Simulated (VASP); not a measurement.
Wanted: the native input for a VASP 6.6.1 run.

| Property | Result |
| --- | --- |
| Task | single point |
| Functional | PBE |
| Potentials or basis | VASP PAW PBE potentials, release 64 (P) |
| Cutoff | 520 eV |
| k mesh | 24 × 24 × 12 |
| Occupations | gaussian, width 0.15 eV |
| Spin | no spin polarisation |
| Dipole correction | no |
| Further INCAR settings | ALGO = Normal; EDIFF = 1e-06; NBANDS = 12 |

The structure of P lies in POSCAR:

```
P
1.0
    2.3479697997      0.0000000000      0.0051694020
    0.0000000000      2.5692855914      0.0000000000
   -0.0097918981      0.0000000000      4.8446881202
P
2
Direct
    0.9999995512      0.0000000000      0.2500188639
    0.0000004488      0.0000000000      0.7499811361
```

This cell differs from its parent crystal: strain -0.0450 x Voigt [1, -1, 0, 0, 0, 0].

The input as run:

INCAR

```
SYSTEM = P
PREC = Accurate
ENCUT = 520
EDIFF = 1E-6
ISMEAR = 0
SIGMA = 0.15
LREAL = .False.
LASPH = .True.
NELM = 100
ALGO = Normal
ISIF = 2
LWAVE = .False.
LCHARG = .False.
GGA = PE
NBANDS = 12
```

KPOINTS

```
regular mesh
0
Gamma
  24 24 12
  0 0 0
```

Potentials or basis: VASP PAW PBE potentials, release 64 (P).

Run with:

```console
$ cat potpaw_PBE.64/P/POTCAR > POTCAR
$ mpirun -np 1 vasp_std > vasp.out
```

It gave:

```yaml
Pressure: 1.3 GPa
Band_gap_on_the_k_mesh: zero (bands 5 and 6 overlap by 8.80 eV)
```

Caveat: the cell differs from its parent crystal (strain -0.0450 x Voigt [1, -1, 0, 0, 0, 0]); the stress differs along the axes, from -9 to 10 GPa.

It took 7.9 min on 1 thread of Intel Xeon 8259CL, with other jobs on the host, peak memory 0.56 GiB.
